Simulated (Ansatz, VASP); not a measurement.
# PtS2 in VASP and in Ansatz

```
Pt S
1.0
     3.56667    0.00000    0.00000
    -1.78333    3.08882    0.00000
     0.00000    0.00000    5.07217
Pt S
1 2
Direct
  0.00000 0.00000 0.00000
  0.66667 0.33333 0.77300
  0.33333 0.66667 0.22700
```

Alike in both runs: task single point; functional LDA; k mesh 9 × 9 × 5; occupations fermi-dirac, width 0.05 eV; no spin polarisation.

|  | VASP | Ansatz |
| --- | --- | --- |
| version | VASP 6.6.1 | Ansatz 0.2.0 |
| potentials or method | VASP PAW LDA potentials, release 64 (Pt, S) | Ansatz PAW |
| plane-wave cutoff (eV) | 520 | 420 |
| valence electrons in the cell | 22 | 30 |

Ansatz gave:

| Property | Result |
| --- | --- |
| gap on the k mesh at the Fermi level (eV) | 0.88 |
| least direct gap on the mesh (eV) | 0.93 |
| pressure (GPa) | 0.5 |
| traceless stress, the component that is largest in VASP (GPa) | 0.72 |
| rms of the force components (eV/Å) | 0.241 |

Task: Estimate VASP's values.

Result: gap on the k mesh at the Fermi level (eV): 0.89; least direct gap on the mesh (eV): 0.94; pressure (GPa): 0.4; traceless stress, the component that is largest in VASP (GPa): 0.73; rms of the force components (eV/Å): 0.242.

LDA's correlation is that of Perdew and Zunger in VASP and of Perdew and Wang (1992) in Ansatz. Atom by atom the forces differ by 0.000 eV/Å (rms over components). VASP's potentials hold 22 valence electrons a cell and Ansatz's 30, so a difference there can come from the potentials and not from the codes.

Neither program's run includes spin-orbit coupling. Noted on Ansatz's run: odd divisions of the mesh miss points on the zone boundary, where band edges often lie, so the gap on the mesh can be too wide.
